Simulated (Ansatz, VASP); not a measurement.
**Y2Lu3F in VASP and in Ansatz**

```xyz
6
Lattice="6.2281 0.0000 0.0000 -3.1140 5.3937 0.0000 0.0000 0.0000 5.9919" Properties=species:S:1:pos:R:3 pbc="T T T"
Y     3.1140    1.7979    0.0000
Y     0.0000    3.5958    0.0000
Lu   -1.5570    2.6968    2.9960
Lu    1.5570    2.6968    2.9960
Lu    3.1140    0.0000    2.9960
F     0.0000    0.0000    0.0000
```

Change from the starting cell: species swapped into the LaGa2Rh3 type (P6/mmm, No. 191).

Alike in both runs: functional PBE; k mesh 3 × 3 × 4; occupations gaussian, width 0.1 eV; no spin polarisation.

Ansatz relaxed the structure, and its values are those at the end. VASP's run is a single point on that final structure, the one shown.

|  | VASP | Ansatz |
| --- | --- | --- |
| version | VASP 6.6.1 | Ansatz 0.2.0 |
| potentials or method | VASP PAW PBE potentials, release 64 (Y_sv, Lu, F), cutoff 520 eV | scalar-relativistic, plane waves, PAW |
| valence electrons in the cell | 104 | 104 |

```tsv
	VASP	Ansatz	Ansatz less VASP
gap on the k mesh at the Fermi level (eV)	none	none	-
pressure (GPa)	0.2	0.2	0.00
```

A gap of «none» marks a metal or a gap that the smearing closes.

The k mesh is coarse, so the values compare programs but aren't converged. Neither program's run includes spin-orbit coupling.
